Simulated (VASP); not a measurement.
# TaAlCl6 (R-3m) in VASP: further runs

TaAlCl6 is run at these levels: PBE; tasks: single point, relaxation of cell and atoms.

All numbers are computed with VASP 6.6.1; they aren't measurements. Logs are shortened: lines on timing, memory, paths and dates and some standing lists are left out, and cuts for length are marked.

## 1. The cell of the first run

The structure is trigonal, space group R-3m (No. 166). The conventional cell has a = 8.484 Å, b = 8.484 Å, c = 8.349 Å, α = 90.00°, β = 90.00°, γ = 120.00°. Ta (site symmetry -3m) has 12 Cl at 3.24 to 3.35 Å and 2 Al at 4.17 Å within 4.3 Å. Al (site symmetry -3m) has 6 Cl at 2.09 Å within 2.8 Å. Cl (site symmetry m) has 1 Al at 2.09 Å and 2 Cl at 2.88 Å within 2.9 Å.

## 2. Single point, PBE

The input, INCAR:

```
PREC = Accurate ; ENCUT = 500
EDIFF = 1E-6 ; ISMEAR = 0
SIGMA = 0.1 ; LREAL = False
LASPH = True ; NELM = 120
ALGO = Normal ; ISIF = 2
LWAVE = False ; LCHARG = False
GGA = PE ; NBANDS = 38
GGA_COMPAT = False
```

The input, KPOINTS:

```
Automatic mesh
0
Gamma
  3 3 3
```

The input, POSCAR:

```
TaAlCl6
1.0
    4.2421749284      2.4492208369      2.7831135113
   -4.2421749284      2.4492208369      2.7831135113
    0.0000000000     -4.8984416737      2.7831135113
Ta Al Cl
1 1 6
Direct
    0.5000000000      0.5000000000      0.5000000000
    0.0000000000      0.0000000000      0.0000000000
    0.2650000000      0.2650000000      0.9260000000
    0.9260000000      0.2650000000      0.2650000000
    0.2650000000      0.9260000000      0.2650000000
    0.0740000000      0.7350000000      0.7350000000
    0.7350000000      0.7350000000      0.0740000000
    0.7350000000      0.0740000000      0.7350000000
```

Potentials or basis: VASP PAW PBE potentials, release 64 (Ta_pv, Al, Cl).

Launch:

```console
$ cat potpaw_PBE.64/Ta_pv/POTCAR potpaw_PBE.64/Al/POTCAR potpaw_PBE.64/Cl/POTCAR > POTCAR
$ mpirun -np 1 vasp_std > vasp.out
```

OUTCAR:

```text
PREC = Accurate
   ENCUT = 500
   EDIFF = 1E-6
   ISMEAR = 0
   LREAL = False
   LASPH = True
   NELM = 120
   ISIF = 2
   GGA = PE

 ion  position               nearest neighbor table
   1  0.500  0.500  0.500-
   2  0.000  0.000  0.000-   4 2.09   5 2.09   6 2.09   8 2.09   7 2.09   3 2.09
   3  0.265  0.265  0.926-   2 2.09
   4  0.926  0.265  0.265-   2 2.09
   5  0.265  0.926  0.265-   2 2.09
   6  0.074  0.735  0.735-   2 2.09
   7  0.735  0.735  0.074-   2 2.09
   8  0.735  0.074  0.735-   2 2.09

  LATTYP: Found a trigonal (rhomboedric) cell.
 ALAT       =     5.6338664918
 COS(alpha) =    -0.1339503497

  Lattice vectors:

 A1 = (   4.2421749284,   2.4492208369,   2.7831135113)
 A2 = (  -4.2421749284,   2.4492208369,   2.7831135113)
 A3 = (   0.0000000000,  -4.8984416737,   2.7831135113)

Analysis of symmetry for initial positions (statically):
=====================================================================
 Subroutine PRICEL returns:
 Original cell was already a primitive cell.

 Routine SETGRP: Setting up the symmetry group for a
 trigonal (rhombohedral) supercell.

 Subroutine GETGRP returns: Found 12 space group operations
 (whereof 12 operations were pure point group operations)
 out of a pool of 12 trial point group operations.

The static configuration has the point symmetry D_3d.

Analysis of symmetry for dynamics (positions and initial velocities):
=====================================================================
 Subroutine PRICEL returns:
 Original cell was already a primitive cell.

 Routine SETGRP: Setting up the symmetry group for a
 trigonal (rhombohedral) supercell.

 Subroutine GETGRP returns: Found 12 space group operations
 (whereof 12 operations were pure point group operations)
 out of a pool of 12 trial point group operations.

The dynamic configuration has the point symmetry D_3d.

 Subroutine INISYM returns: Found 12 space group operations
 (whereof 12 operations are pure point group operations),
 and found     1 'primitive' translations

----------------------------------------------------------------------------------------

                                     Primitive cell

  volume of cell :     173.4997

  direct lattice vectors                    reciprocal lattice vectors
     4.242174928  2.449220837  2.783113511     0.117864069  0.068048852  0.119769938
    -4.242174928  2.449220837  2.783113511    -0.117864069  0.068048852  0.119769938
     0.000000000 -4.898441674  2.783113511     0.000000000 -0.136097704  0.119769938

  length of vectors
     5.633866492  5.633866492  5.633866492     0.181293748  0.181293748  0.181293748

  position of ions in fractional coordinates (direct lattice)
     0.500000000  0.500000000  0.500000000
     0.000000000  0.000000000  0.000000000
     0.265000000  0.265000000  0.926000000
     0.926000000  0.265000000  0.265000000
     0.265000000  0.926000000  0.265000000
     0.074000000  0.735000000  0.735000000
     0.735000000  0.735000000  0.074000000
     0.735000000  0.074000000  0.735000000

  ion indices of the primitive-cell ions
   primitive index   ion index
                 1           1
                 2           2
                 3           3
                 4           4
                 5           5
                 6           6
                 7           7
                 8           8

----------------------------------------------------------------------------------------

 KPOINTS: Automatic mesh

Automatic generation of k-mesh.
 Grid dimensions read from file:
 generate k-points for:    3    3    3

 Generating k-lattice:

  Cartesian coordinates                     Fractional coordinates (reciprocal lattice)
     0.039288023  0.022682951  0.039923313     0.333333333  0.000000000  0.000000000
    -0.039288023  0.022682951  0.039923313     0.000000000  0.333333333  0.000000000
     0.000000000 -0.045365901  0.039923313     0.000000000  0.000000000  0.333333333

  Length of vectors
     0.060431249  0.060431249  0.060431249

  Shift w.r.t. Gamma in fractional coordinates (k-lattice)
     0.000000000  0.000000000  0.000000000

 Subroutine IBZKPT returns following result:
 ===========================================

 Found      6 irreducible k-points:

 Following reciprocal coordinates:
            Coordinates               Weight
  0.000000  0.000000  0.000000      1.000000
  0.333333  0.000000 -0.000000      6.000000
  0.333333  0.333333  0.000000      6.000000
 -0.333333  0.333333  0.000000      6.000000
  0.333333  0.333333  0.333333      2.000000
 -0.333333  0.333333  0.333333      6.000000
   k-points           NKPTS =      6   k-points in BZ     NKDIM =      6   number of bands    NBANDS=     38
   number of dos      NEDOS =    301   number of ions     NIONS =      8
   total plane-waves  NPLWV =  74088
   dimension x,y,z NGX =    42 NGY =   42 NGZ =   42
   dimension x,y,z NGXF=    84 NGYF=   84 NGZF=   84
   ions per type =               1   1   6
   NGX,Y,Z   is equivalent  to a cutoff of  12.39, 12.39, 12.39 a.u.
   NGXF,Y,Z  is equivalent  to a cutoff of  24.79, 24.79, 24.79 a.u.
 SYSTEM =  unknown system
   PREC   = accura    normal or accurate (medium, high low for compatibility)
   ISTART =      0    job   : 0-new  1-cont  2-samecut
   ICHARG =      2    charge: 1-file 2-atom 10-const
   ISPIN  =      1    spin polarized calculation?
   LNONCOLLINEAR =      F non collinear calculations
   LSORBIT =      F    spin-orbit coupling
   LASPH  =      T    aspherical Exc in radial PAW
   ENCUT  =  500.0 eV  36.75 Ry    6.06 a.u.  10.27 10.27 10.27*2*pi/ulx,y,z
   NELM   =    120;   NELMIN=  2; NELMDL= -5     # of ELM steps
   EDIFF  = 0.1E-05   stopping-criterion for ELM
   LREAL  =      F    real-space projection
   EDIFFG = 0.1E-04   stopping-criterion for IOM
   NSW    =      0    number of steps for IOM
   IBRION =     -1    ionic relax: 0-MD 1-quasi-New 2-CG
   NFREE  =      0    steps in history (QN), initial steepest desc. (CG)
   ISIF   =      2    stress and relaxation
   ISYM   =      2    0-nonsym 1-usesym 2-fastsym
   POTIM  = 0.5000    time-step for ionic-motion
   TEBEG  =    0.0;   TEEND  =   0.0 temperature during run
   PSTRESS=    0.0 pullay stress
   NELECT =      56.0000    total number of electrons
   NUPDOWN=      -1.0000    fix difference up-down
   EMIN   =  10.00;   EMAX   =-10.00  energy-range for DOS
   EFERMI =   0.00;   METHOD = LEGACY
   ISMEAR =     0;   SIGMA  =   0.10  broadening in eV -4-tet -1-fermi 0-gaus
   EFERMI_NEDOS =   21; number of points for ismear=-14 and -15
   IALGO  =     38    algorithm
   IMIX   =      4    mixing-type and parameters
     AMIX     =   0.40;   BMIX     =  1.00
     AMIX_MAG =   1.60;   BMIX_MAG =  1.00
  volume/ion in A,a.u.               =      21.69       146.35
  Fermi-wavevector in a.u.,A,eV,Ry     =   1.122978  2.122121 17.158032  1.261080
  Thomas-Fermi vector in A             =   2.259641
   LORBIT       =      0    0 simple, 1 ext, 2 COOP (PROOUT), +10 PAW based schemes
   GGA     = PE    functional components
   LHFCALC =     F    Hartree Fock is set to
   AEXX    =    0.0000 exact exchange contribution
   IVDW    =     0    specifies the selected vdW correction
   LEPSILON=     F    determine dielectric tensor
   LRPA    =     F    only Hartree local field effects (RPA)
 non-spin polarized calculation
 Gauss-broadening in eV      SIGMA  =   0.10
  energy-cutoff  :      500.00
  volume of cell :      173.50
 maximum number of plane-waves:      4420
 NGX is ok and might be reduce to    42
   NGX = 21   NGY = 21   NGZ = 21

 number of electron      55.9999998 magnetization

 Free energy of the ion-electron system (eV)
  ---------------------------------------------------
  ext. energy  EPLUGINS =         0.00000000
  ---------------------------------------------------
  free energy    TOTEN  =       -26.60523104 eV

  energy without entropy =      -26.51260166  energy(sigma->0) =      -26.55891635

 E-fermi :   3.5012     XC(G=0):  -9.3537

 val. band max:        3.4790920582   @ k =   0.3333   0.3333   0.3333
 cond. band min:       3.5043130029   @ k =   0.3333   0.0000  -0.0000
 fundamental gap:      0.0252209447
 Fermi energy:         3.5012296706

 k-point     1 :       0.0000    0.0000    0.0000
  band No.  band energies     occupation
      1     -33.3734      2.00000
      2     -33.3734      2.00000
      3     -33.2457      2.00000
      4     -13.4735      2.00000
      5     -11.9066      2.00000
      6     -11.7100      2.00000
[... 30 lines left out ...]
     37       9.7246      0.00000
     38      10.7677      0.00000

 k-point     2 :       0.3333    0.0000   -0.0000
  band No.  band energies     occupation
      1     -33.3735      2.00000
      2     -33.3734      2.00000
      3     -33.2457      2.00000
      4     -13.3407      2.00000
      5     -12.1111      2.00000
      6     -11.7764      2.00000
[... 30 lines left out ...]
     37      10.1469      0.00000
     38      11.3311      0.00000

 k-point     3 :       0.3333    0.3333    0.0000
  band No.  band energies     occupation
      1     -33.3735      2.00000
      2     -33.3734      2.00000
      3     -33.2457      2.00000
      4     -13.2226      2.00000
      5     -12.1395      2.00000
      6     -11.9053      2.00000
[... 30 lines left out ...]
     37      10.1559      0.00000
     38      11.0499      0.00000

 k-point     4 :      -0.3333    0.3333    0.0000
  band No.  band energies     occupation
      1     -33.3735      2.00000
      2     -33.3734      2.00000
      3     -33.2458      2.00000
      4     -13.2479      2.00000
      5     -12.0979      2.00000
      6     -11.8967      2.00000
[... 30 lines left out ...]
     37      10.0133      0.00000
     38      11.0817      0.00000

 k-point     5 :       0.3333    0.3333    0.3333
  band No.  band energies     occupation
      1     -33.3735      2.00000
      2     -33.3735      2.00000
      3     -33.2458      2.00000
      4     -13.1248      2.00000
      5     -12.1689      2.00000
      6     -11.8023      2.00000
[... 30 lines left out ...]
     37      10.1205      0.00000
     38      10.9109      0.00000

 k-point     6 :      -0.3333    0.3333    0.3333
  band No.  band energies     occupation
      1     -33.3735      2.00000
      2     -33.3735      2.00000
      3     -33.2458      2.00000
      4     -13.1636      2.00000
      5     -12.1166      2.00000
      6     -11.7898      2.00000
[... 30 lines left out ...]
     37       9.5356      0.00000
     38      11.3848      0.00000

------------------------ aborting loop because EDIFF is reached ----------------------------------------

  FORCE on cell =-STRESS in cart. coord.  units (eV):
  Direction    XX          YY          ZZ          XY          YZ          ZX
  --------------------------------------------------------------------------------------
  -------------------------------------------------------------------------------------
  Total       10.3715330     10.3715330      6.9479607      0.0000000      0.0000000      0.0000000
  in kB       95.7755924     95.7755924     64.1607226      0.0000000      0.0000000      0.0000000
  external PRESSURE =      85.2373025 kB  Pullay stress =       0.0000000 kB

 VOLUME and BASIS-vectors are now :
 -----------------------------------------------------------------------------
  energy-cutoff  :      500.00
  volume of cell :      173.50
      direct lattice vectors                 reciprocal lattice vectors
     4.242174928  2.449220837  2.783113511     0.117864069  0.068048852  0.119769938
    -4.242174928  2.449220837  2.783113511    -0.117864069  0.068048852  0.119769938
     0.000000000 -4.898441674  2.783113511     0.000000000 -0.136097704  0.119769938

 POSITION                                       TOTAL-FORCE (eV/Angst)
 -----------------------------------------------------------------------------------
      0.00000      0.00000      4.17467        -0.000000      0.000000      0.000000
      0.00000      0.00000      0.00000        -0.000000      0.000000      0.000000
      0.00000     -3.23787      4.05221        -0.000000      3.435457      2.675968
      2.80408      1.61893      4.05221        -2.975193     -1.717729      2.675968
     -2.80408      1.61893      4.05221         2.975193     -1.717729      2.675968
     -2.80408     -1.61893      4.29713         2.975193      1.717729     -2.675968
      0.00000      3.23787      4.29713        -0.000000     -3.435457     -2.675968
      2.80408     -1.61893      4.29713        -2.975193      1.717729     -2.675968
 -----------------------------------------------------------------------------------
    total drift:                               -0.000000     -0.000000      0.000000

  FREE ENERGIE OF THE ION-ELECTRON SYSTEM (eV)
  ---------------------------------------------------
  free  energy   TOTEN  =       -26.6052310434 eV

  energy  without entropy=      -26.5126016620  energy(sigma->0) =      -26.55891635
```

Wall time 66 s (1 thread of AMD EPYC 9755, shared host); peak memory 0.22 GiB.

What came out:

```
Free energy            : -26.6052 eV
Pressure               : 8.5 GPa
Largest force          : 4.355 eV/Å
Band gap on the k mesh : zero (bands 28 and 29 overlap by 0.03 eV)
```

Forces in eV/Å, atoms in the order of the input:
```
Ta   0.000  0.000  0.000
Al   0.000  0.000  0.000
Cl   0.000  3.435  2.676
Cl  -2.975 -1.718  2.676
Cl   2.975 -1.718  2.676
Cl   2.975  1.718 -2.676
Cl   0.000 -3.435 -2.676
Cl  -2.975  1.718 -2.676
```

Levels at points of the mesh, in eV from the Fermi level:
| k point | band 24 | band 25 | band 26 | band 27 | band 28 | band 29 | band 30 | band 31 | band 32 | band 33 |
| --- | --- | --- | --- | --- | --- | --- | --- | --- | --- | --- |
| (0.00, 0.00, 0.00) | -2.36 | -1.37 | -1.37 | -0.47 | -0.03 | 0.30 | 0.30 | 0.32 | 0.46 | 0.46 |

Caveat: the k points lie up to 0.38 Å⁻¹ apart; spin-orbit coupling is left out, which moves the levels of the heavy elements; forces of over 1 eV/Å act on the atoms, so gaps and moduli don't describe the material at rest.

(Continued in part 2 of 2.)

The gap in the log of VASP goes by the Fermi energy; the results here count the filled bands.